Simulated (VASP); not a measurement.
# CdSe: single point with LDA

Crystal: CdSe.

```xyz
2
Lattice="3.0641 3.0641 0.0000 -3.0641 3.0641 0.0000 0.0000 3.0641 2.9139" Properties=species:S:1:pos:R:3 pbc="T T T"
Cd    0.0000    0.0000    0.0000
Se    1.5320    4.5961    1.4569
```

This cell differs from its parent crystal: in-plane strain +0.02, then relaxed in part.

```yaml
Program: VASP 6.6.1
Task: single point
Functional: LDA
Potentials_or_basis: VASP PAW LDA potentials, release 64 (Cd, Se)
Cutoff: 520 eV
k_mesh: 6 × 6 × 6
Occupations: gaussian, width 0.01 eV
Spin: no spin polarisation
Dipole_correction: no
Further_INCAR_settings: ALGO = Normal; EDIFF = 1e-07; NBANDS = 16
```

```
Pressure               : -0.1 GPa
Band gap on the k mesh : 0.31 eV, direct
```

Stress tensor (GPa, compression positive):
```
-0.39  0.00  0.00
 0.00 -0.39  0.00
 0.00  0.00  0.46
```

Levels at points of the mesh, in eV from the valence-band top:
| k point | band 5 | band 6 | band 7 | band 8 | band 9 | band 10 | band 11 | band 12 | band 13 | band 14 |
| --- | --- | --- | --- | --- | --- | --- | --- | --- | --- | --- |
| (0.00, 0.00, 0.00) | -7.75 | -7.73 | -0.15 | -0.15 | 0.00 | 0.31 | 5.70 | 5.71 | 5.71 | 9.51 |
| (0.50, 0.00, 0.00) | -7.71 | -7.43 | -4.74 | -1.01 | -0.79 | 2.11 | 6.05 | 6.43 | 7.19 | 9.75 |
| (0.50, 0.50, 0.00) | -7.68 | -7.39 | -4.48 | -2.04 | -1.96 | 2.84 | 3.69 | 8.75 | 9.78 | 10.36 |
| (0.00, 0.00, 0.50) | -7.67 | -7.31 | -4.19 | -2.22 | -2.22 | 2.68 | 3.24 | 9.23 | 10.04 | 10.04 |

It took 39 s on 1 thread of AMD EPYC 7R13, with other jobs on the host, peak memory 0.14 GiB.

Caveat: the cell differs from its parent crystal (in-plane strain +0.02, then relaxed in part).
